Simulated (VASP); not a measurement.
Here is a VASP 6.6.1 calculation.

INCAR

```
SYSTEM = Ca
ALGO = Normal
EDIFF = 1E-6
ENCUT = 520
ISIF = 2
ISMEAR = -1
LASPH = .True.
LCHARG = .False.
LREAL = .False.
LWAVE = .False.
NBANDS = 17
NELM = 60
PREC = Accurate
SIGMA = 0.05
```

The input KPOINTS:

```
k-points
0
Gamma
  12 12 6
  0 0 0
```

POSCAR

```
Ca
1.0
    2.9236044784      0.0000000000      0.0000000000
   -1.4618022392      2.5319157489      0.0000000000
    0.0000000000      0.0000000000      4.4449765278
Ca
2
Direct
    0.3333333333      0.6666666667      0.2500000000
    0.6666666667      0.3333333333      0.7500000000
```

Potentials or basis: VASP PAW LDA potentials, release 64 (Ca_sv).

Launch:

```sh
$ cat potpaw_LDA.64/Ca_sv/POTCAR > POTCAR
$ mpirun -np 1 vasp_std > vasp.out
```

(1) What does it give for the pressure?

(2) Predict the band gap on the k mesh.

Results:

(1) 47.3 GPa.

(2) zero (bands 10 and 11 overlap by 1.14 eV).

Caveat: the cell stands under pressure.
